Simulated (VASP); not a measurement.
# AlCu3 (P-4m2) in VASP: a series of runs

The runs below take AlCu3 through single point, with LDA.

Everything below comes from runs of VASP 6.6.1. Logs are shortened: lines on timing, memory, paths and dates and some standing lists are left out, and cuts for length are marked.

## 1. The cell of the first run

The structure is tetragonal, space group P-4m2 (No. 115). The conventional cell has a = 3.679 Å, b = 3.679 Å, c = 3.679 Å, α = 90.00°, β = 90.00°, γ = 90.00°. Within 3.4 Å of Al (site symmetry -4m2) lie 12 Cu at 2.57 to 2.63 Å. Within 3.4 Å of Cu (site symmetry 2mm) lie 4 Al at 2.57 to 2.63 Å and 8 Cu at 2.57 to 2.63 Å. Cu (site symmetry -4m2) has 8 Cu at 2.57 to 2.63 Å and 4 Al at 2.60 Å within 3.4 Å.

## 2. Single point, LDA (atoms displaced along a vibrational mode, the cell strained)

The input, INCAR:

```
PREC = Accurate
ENCUT = 520
EDIFF = 1E-6
ISMEAR = 0
SIGMA = 0.15
LREAL = False
LASPH = True
NELM = 100
ALGO = Fast
ISIF = 2
LWAVE = False
LCHARG = False
NBANDS = 26
```

The input, KPOINTS:

```
Automatic mesh
0
Gamma
  12 12 12
```

The input, POSCAR:

```
AlCu3
1.0
    3.6787514798      0.0000000000      0.0000000000
    0.0000000000      3.6787514798      0.0000000000
    0.0000000000      0.0000000000      3.6787514798
Al Cu
1 3
Direct
    0.0000000000      0.0000000000      0.0000000000
    0.5000000000      0.4893007179      0.0000000000
    0.5000000000      0.0000000000      0.5000000000
    0.0000000000      0.5106992821      0.5000000000
```

Potentials or basis: VASP PAW LDA potentials, release 64 (Al, Cu).

Command:

```sh
cat potpaw_LDA.64/Al/POTCAR potpaw_LDA.64/Cu/POTCAR > POTCAR
mpirun -np 1 vasp_std > vasp.out
```

OUTCAR:

```text
PREC = Accurate
   ENCUT = 520
   EDIFF = 1E-6
   ISMEAR = 0
   LREAL = False
   LASPH = True
   NELM = 100
   ISIF = 2

 ion  position               nearest neighbor table
   1  0.000  0.000  0.000-   2 2.57   4 2.57   4 2.57   2 2.57   3 2.60   3 2.60   3 2.60   3 2.60
                             4 2.63   4 2.63   2 2.63   2 2.63
   2  0.500  0.489  0.000-   1 2.57   3 2.57   3 2.57   1 2.57   4 2.60   4 2.60   4 2.60   4 2.60
                             1 2.63   3 2.63   1 2.63   3 2.63
   3  0.500  0.000  0.500-   2 2.57   4 2.57   2 2.57   4 2.57   1 2.60   1 2.60   1 2.60   1 2.60
                             4 2.63   4 2.63   2 2.63   2 2.63
   4  0.000  0.511  0.500-   1 2.57   3 2.57   1 2.57   3 2.57   2 2.60   2 2.60   2 2.60   2 2.60
                             1 2.63   3 2.63   1 2.63   3 2.63

  LATTYP: Found a simple cubic cell.
 ALAT       =     3.6787514798

  Lattice vectors:

 A1 = (   3.6787514798,   0.0000000000,   0.0000000000)
 A2 = (   0.0000000000,   3.6787514798,   0.0000000000)
 A3 = (   0.0000000000,   0.0000000000,   3.6787514798)

Analysis of symmetry for initial positions (statically):
=====================================================================
 Subroutine PRICEL returns:
 Original cell was already a primitive cell.

 Routine SETGRP: Setting up the symmetry group for a
 simple cubic supercell.

 Subroutine GETGRP returns: Found  8 space group operations
 (whereof  8 operations were pure point group operations)
 out of a pool of 48 trial point group operations.

The static configuration has the point symmetry D_2d.

Analysis of symmetry for dynamics (positions and initial velocities):
=====================================================================
 Subroutine PRICEL returns:
 Original cell was already a primitive cell.

 Routine SETGRP: Setting up the symmetry group for a
 simple cubic supercell.

 Subroutine GETGRP returns: Found  8 space group operations
 (whereof  8 operations were pure point group operations)
 out of a pool of 48 trial point group operations.

The dynamic configuration has the point symmetry D_2d.

 Subroutine INISYM returns: Found  8 space group operations
 (whereof  8 operations are pure point group operations),
 and found     1 'primitive' translations

----------------------------------------------------------------------------------------

                                     Primitive cell

  volume of cell :      49.7853

  direct lattice vectors                    reciprocal lattice vectors
     3.678751480  0.000000000  0.000000000     0.271831355  0.000000000  0.000000000
     0.000000000  3.678751480  0.000000000     0.000000000  0.271831355  0.000000000
     0.000000000  0.000000000  3.678751480     0.000000000  0.000000000  0.271831355

  length of vectors
     3.678751480  3.678751480  3.678751480     0.271831355  0.271831355  0.271831355

  position of ions in fractional coordinates (direct lattice)
     0.000000000  0.000000000  0.000000000
     0.500000000  0.489300718  0.000000000
     0.500000000  0.000000000  0.500000000
     0.000000000  0.510699282  0.500000000

  ion indices of the primitive-cell ions
   primitive index   ion index
                 1           1
                 2           2
                 3           3
                 4           4

----------------------------------------------------------------------------------------

 KPOINTS: Automatic mesh

Automatic generation of k-mesh.
 Grid dimensions read from file:
 generate k-points for:   12   12   12

 Generating k-lattice:

  Cartesian coordinates                     Fractional coordinates (reciprocal lattice)
     0.022652613  0.000000000  0.000000000     0.083333333  0.000000000  0.000000000
     0.000000000  0.022652613  0.000000000     0.000000000  0.083333333  0.000000000
     0.000000000  0.000000000  0.022652613     0.000000000  0.000000000  0.083333333

  Length of vectors
     0.022652613  0.022652613  0.022652613

  Shift w.r.t. Gamma in fractional coordinates (k-lattice)
     0.000000000  0.000000000  0.000000000

 Subroutine IBZKPT returns following result:
 ===========================================

 Found    196 irreducible k-points:

 Following reciprocal coordinates:
            Coordinates               Weight
  0.000000  0.000000  0.000000      1.000000
  0.083333  0.000000  0.000000      4.000000
  0.000000  0.083333  0.000000      2.000000
  0.166667  0.000000  0.000000      4.000000
  0.000000  0.166667  0.000000      2.000000
  0.250000  0.000000  0.000000      4.000000
[... 16 lines left out ...]
  0.000000  0.333333  0.083333      8.000000
  0.083333  0.000000  0.333333      8.000000
 [... further k-points ...]
   k-points           NKPTS =    196   k-points in BZ     NKDIM =    196   number of bands    NBANDS=     26
   number of dos      NEDOS =    301   number of ions     NIONS =      4
   total plane-waves  NPLWV =  21952
   dimension x,y,z NGX =    28 NGY =   28 NGZ =   28
   dimension x,y,z NGXF=    56 NGYF=   56 NGZF=   56
   ions per type =               1   3
   NGX,Y,Z   is equivalent  to a cutoff of  12.65, 12.65, 12.65 a.u.
   NGXF,Y,Z  is equivalent  to a cutoff of  25.31, 25.31, 25.31 a.u.
 SYSTEM =  unknown system
   PREC   = accura    normal or accurate (medium, high low for compatibility)
   ISTART =      0    job   : 0-new  1-cont  2-samecut
   ICHARG =      2    charge: 1-file 2-atom 10-const
   ISPIN  =      1    spin polarized calculation?
   LNONCOLLINEAR =      F non collinear calculations
   LSORBIT =      F    spin-orbit coupling
   LASPH  =      T    aspherical Exc in radial PAW
   ENCUT  =  520.0 eV  38.22 Ry    6.18 a.u.   6.84  6.84  6.84*2*pi/ulx,y,z
   NELM   =    100;   NELMIN=  2; NELMDL= -5     # of ELM steps
   EDIFF  = 0.1E-05   stopping-criterion for ELM
   LREAL  =      F    real-space projection
   EDIFFG = 0.1E-04   stopping-criterion for IOM
   NSW    =      0    number of steps for IOM
   IBRION =     -1    ionic relax: 0-MD 1-quasi-New 2-CG
   NFREE  =      0    steps in history (QN), initial steepest desc. (CG)
   ISIF   =      2    stress and relaxation
   ISYM   =      2    0-nonsym 1-usesym 2-fastsym
   POTIM  = 0.5000    time-step for ionic-motion
   TEBEG  =    0.0;   TEEND  =   0.0 temperature during run
   PSTRESS=    0.0 pullay stress
   NELECT =      36.0000    total number of electrons
   NUPDOWN=      -1.0000    fix difference up-down
   EMIN   =  10.00;   EMAX   =-10.00  energy-range for DOS
   EFERMI =   0.00;   METHOD = LEGACY
   ISMEAR =     0;   SIGMA  =   0.15  broadening in eV -4-tet -1-fermi 0-gaus
   EFERMI_NEDOS =   21; number of points for ismear=-14 and -15
   IALGO  =     68    algorithm
   IMIX   =      4    mixing-type and parameters
     AMIX     =   0.40;   BMIX     =  1.00
     AMIX_MAG =   1.60;   BMIX_MAG =  1.00
  volume/ion in A,a.u.               =      12.45        83.99
  Fermi-wavevector in a.u.,A,eV,Ry     =   1.469406  2.776775 29.377083  2.159155
  Thomas-Fermi vector in A             =   2.584787
   LORBIT       =      0    0 simple, 1 ext, 2 COOP (PROOUT), +10 PAW based schemes
   GGA     = CA    functional components
   LHFCALC =     F    Hartree Fock is set to
   AEXX    =    0.0000 exact exchange contribution
   IVDW    =     0    specifies the selected vdW correction
   LEPSILON=     F    determine dielectric tensor
   LRPA    =     F    only Hartree local field effects (RPA)
 non-spin polarized calculation
 RMM-DIIS sequential band-by-band and
 Gauss-broadening in eV      SIGMA  =   0.15
  energy-cutoff  :      520.00
  volume of cell :       49.79
 maximum number of plane-waves:      1376
 NGX is ok and might be reduce to    28
   NGX = 13   NGY = 13   NGZ = 13

 number of electron      36.0000047 magnetization

 Free energy of the ion-electron system (eV)
  ---------------------------------------------------
  ext. energy  EPLUGINS =         0.00000000
  ---------------------------------------------------
  free energy    TOTEN  =       -18.99283839 eV

  energy without entropy =      -18.98182111  energy(sigma->0) =      -18.98732975

 E-fermi :   8.0647     XC(G=0): -12.4612

 val. band max:        8.0506459344   @ k =   0.2500   0.5000   0.2500
 cond. band min:       8.1167024060   @ k =   0.1667   0.0833   0.0833
 fundamental gap:      0.0660564716
 Fermi energy:         8.0646730736

 k-point     1 :       0.0000    0.0000    0.0000
  band No.  band energies     occupation
      1      -2.3307      2.00000
      2       2.8305      2.00000
      3       3.3722      2.00000
      4       3.3768      2.00000
      5       3.6130      2.00000
      6       3.6130      2.00000
[... 18 lines left out ...]
     25      18.2964      0.00000
     26      19.6314      0.00000

 k-point     2 :       0.0833    0.0000    0.0000
  band No.  band energies     occupation
      1      -2.2520      2.00000
      2       2.8517      2.00000
      3       3.3409      2.00000
      4       3.4161      2.00000
      5       3.6178      2.00000
      6       3.6249      2.00000
[... 18 lines left out ...]
     25      18.0123      0.00000
     26      19.1897      0.00000

 k-point     3 :       0.0000    0.0833    0.0000
  band No.  band energies     occupation
      1      -2.2520      2.00000
      2       2.8519      2.00000
      3       3.3430      2.00000
      4       3.4145      2.00000
      5       3.6243      2.00000
      6       3.6243      2.00000
[... 572 lines left out ...]
 k-point    23 :       0.0000    0.3333    0.0833
  band No.  band energies     occupation
      1      -1.0282      2.00000
      2       2.1209      2.00000
      3       3.3505      2.00000
      4       3.7309      2.00000
      5       3.7421      2.00000
      6       3.8662      2.00000
[... 18 lines left out ...]
     25      17.0655      0.00000
     26      18.7107      0.00000

 k-point    24 :       0.0833    0.0000    0.3333
  band No.  band energies     occupation
      1      -1.0279      2.00000
      2       2.1198      2.00000
      3       3.3486      2.00000
      4       3.7253      2.00000
      5       3.7376      2.00000
      6       3.8610      2.00000
[... 18 lines left out ...]
     25      17.0667      0.00000
     26      18.7055      0.00000

 [... further k-points ...]

------------------------ aborting loop because EDIFF is reached ----------------------------------------

  FORCE on cell =-STRESS in cart. coord.  units (eV):
  Direction    XX          YY          ZZ          XY          YZ          ZX
  --------------------------------------------------------------------------------------
  -------------------------------------------------------------------------------------
  Total       -3.0187908     -3.0110315     -3.0187908      0.0000000      0.0000000      0.0000000
  in kB      -97.1498753    -96.9001683    -97.1498753      0.0000000      0.0000000      0.0000000
  external PRESSURE =     -97.0666397 kB  Pullay stress =       0.0000000 kB

 VOLUME and BASIS-vectors are now :
 -----------------------------------------------------------------------------
  energy-cutoff  :      520.00
  volume of cell :       49.79
      direct lattice vectors                 reciprocal lattice vectors
     3.678751480  0.000000000  0.000000000     0.271831355  0.000000000  0.000000000
     0.000000000  3.678751480  0.000000000     0.000000000  0.271831355  0.000000000
     0.000000000  0.000000000  3.678751480     0.000000000  0.000000000  0.271831355

 POSITION                                       TOTAL-FORCE (eV/Angst)
 -----------------------------------------------------------------------------------
      0.00000      0.00000      0.00000        -0.000000      0.000000      0.000000
      1.83938      1.80002      0.00000         0.000000      0.183301      0.000000
      1.83938      0.00000      1.83938         0.000000      0.000000      0.000000
      0.00000      1.87874      1.83938         0.000000     -0.183301     -0.000000
 -----------------------------------------------------------------------------------
    total drift:                                0.000000     -0.000000     -0.000000

  FREE ENERGIE OF THE ION-ELECTRON SYSTEM (eV)
  ---------------------------------------------------
  free  energy   TOTEN  =       -18.9928383935 eV

  energy  without entropy=      -18.9818211102  energy(sigma->0) =      -18.98732975
```

It took 6.4 min on 1 thread of Intel Xeon 8259CL, shared host; peak memory 0.3 GiB.

Results:

- Free energy: -18.9928 eV
- Pressure: -9.7 GPa
- Largest force: 0.183 eV/Å
- Band gap on the k mesh: zero (bands 18 and 19 overlap by 5.40 eV)

Forces on the atoms (eV/Å):
```
Al   0.000  0.000  0.000
Cu   0.000  0.183  0.000
Cu   0.000  0.000  0.000
Cu   0.000 -0.183  0.000
```

Caveat: the cell differs from its parent crystal (atoms displaced along a vibrational mode, the cell strained); the cell stands under tension.

## 3. Single point, LDA (atoms displaced along a vibrational mode, the cell strained)

The input, INCAR:

```
  ALGO = Fast
  EDIFF = 1E-6
  ENCUT = 520
  ISIF = 2
  ISMEAR = 0
  LASPH = True
  LCHARG = False
  LREAL = False
  LWAVE = False
  NBANDS = 26
  NELM = 80
  PREC = Accurate
  SIGMA = 0.15
```

The input, KPOINTS:

```
k-points
0
Gamma
  12 12 12
```

The input, POSCAR:

```
AlCu3
1.0
    3.6188147484      0.0000000000      0.0000000000
    0.0000000000      3.6188147484      0.0000000000
    0.0000000000      0.0000000000      3.6188147484
Al Cu
1 3
Direct
    0.0000000000      0.0000000000      0.0000000000
    0.5000000000      0.4946503589      0.0000000000
    0.5000000000      0.0000000000      0.5000000000
    0.0000000000      0.5053496411      0.5000000000
```

Potentials or basis: VASP PAW LDA potentials, release 64 (Al, Cu).

Command:

```sh
cat potpaw_LDA.64/Al/POTCAR potpaw_LDA.64/Cu/POTCAR > POTCAR
mpirun -np 1 vasp_std > vasp.out
```

It took 2.3 min on 1 thread of Intel Xeon 6975P-C (Granite Rapids), shared host; peak memory 0.29 GiB.

Results (log left out):

- Free energy: -19.0964 eV
- Pressure: -3.3 GPa
- Largest force: 0.115 eV/Å
- Band gap on the k mesh: zero (bands 18 and 19 overlap by 5.61 eV)

Forces on the atoms (eV/Å):
```
Al   0.000  0.000  0.000
Cu   0.000  0.115  0.000
Cu   0.000  0.000  0.000
Cu   0.000 -0.115  0.000
```

Levels at points of the mesh, in eV from the Fermi level:
| k point | band 16 | band 17 | band 18 | band 19 | band 20 | band 21 |
| --- | --- | --- | --- | --- | --- | --- |
| (0.00, 0.00, 0.00) | -2.13 | -0.29 | -0.29 | -0.28 | 4.46 | 4.46 |
| (0.50, 0.00, 0.00) | -2.56 | -2.13 | 3.83 | 3.84 | 3.94 | 3.94 |
| (0.00, 0.50, 0.00) | -2.56 | -2.13 | 3.84 | 3.84 | 3.94 | 3.94 |
| (0.50, 0.50, 0.00) | -2.85 | -2.41 | -1.24 | -1.24 | 6.41 | 6.49 |
| (0.50, 0.00, 0.50) | -2.84 | -2.41 | -1.25 | -1.25 | 6.43 | 6.50 |
| (0.50, 0.50, 0.50) | -2.31 | -2.31 | -2.31 | -1.44 | 1.35 | 1.78 |

Caveat: the cell differs from its parent crystal (atoms displaced along a vibrational mode, the cell strained); the cell stands under tension.

(Part 1 of 2 ends here.)
